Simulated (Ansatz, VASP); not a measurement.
## CoSi2 in VASP and in Ansatz

File INCAR:

```
SYSTEM = CoSi2
PREC     = Accurate       ! precision mode
ENCUT    = 520            ! plane-wave cutoff, eV
EDIFF    = 1E-6           ! SCF threshold, eV
ISMEAR   = 0              ! smearing method
SIGMA    = 0.15           ! smearing width, eV
LREAL    = .False.        ! projectors in reciprocal space
LASPH    = .True.         ! aspherical terms in the spheres
NELM     = 100            ! most SCF steps
ALGO     = Normal         ! electronic algorithm
ISIF     = 2              ! what is computed and relaxed
LWAVE    = .False.        ! write WAVECAR
LCHARG   = .True.         ! write CHGCAR
GGA      = PE             ! functional
LELF     = .True.         ! ELF
LVHAR    = .True.       
NBANDS   = 16             ! bands
```

The input KPOINTS:

```
Automatic mesh
0
Gamma
  14 14 14
  0 0 0
```

POSCAR

```
CoSi2
1.0
    0.0000000000      2.7498291905      2.7498291905
    2.7498291905      0.0000000000      2.7498291905
    2.7498291905      2.7498291905      0.0000000000
Co Si
1 2
Direct
    0.0000000000      0.0000000000      0.0000000000
    0.2500000000      0.2500000000      0.2500000000
    0.7500000000      0.7500000000      0.7500000000
```

Input for Ansatz:

```yaml
crystal:
  lattice:
    - [0.0, 2.7498291905, 2.7498291905]
    - [2.7498291905, 0.0, 2.7498291905]
    - [2.7498291905, 2.7498291905, 0.0]
  atoms:
    - { symbol: Co, position: [0.0, 0.0, 0.0] }
    - { symbol: Si, position: [0.25, 0.25, 0.25] }
    - { symbol: Si, position: [0.75, 0.75, 0.75] }
basis:
  ecutwfc: 520.0
kpoints:
  mp_grid: { grid: [14, 14, 14] }
hamiltonian:
  xc: pbe
  pseudopotentials: { kind: paw, azcp: { folder: soft_1 } }
scf:
  occupations: { method: gaussian, width: 0.15 }
  lower_state_search: "off"
output:
  forces: true
  stress: true
  eigenvalues: true
```

Alike in both runs: task single point; functional PBE; k mesh 14 × 14 × 14; occupations gaussian, width 0.15 eV; no spin polarisation.

|  | VASP | Ansatz |
| --- | --- | --- |
| version | VASP 6.6.1 | Ansatz 0.2.0 |
| potentials or method | VASP PAW PBE potentials, release 64 (Co, Si), cutoff 520 eV | scalar-relativistic, plane waves, PAW |
| valence electrons in the cell | 17 | 25 |

```tsv
	VASP	Ansatz	Ansatz less VASP
gap on the k mesh at the Fermi level (eV)	none	none	-
pressure (GPa)	-11.7	-11.5	+0.20
```

A gap of «none» marks a metal or a gap that the smearing closes. The functional is the same, so the differences come from potentials, cutoffs and numerics. VASP's potentials hold 17 valence electrons a cell and Ansatz's 25, so a difference there can come from the potentials and not from the codes.
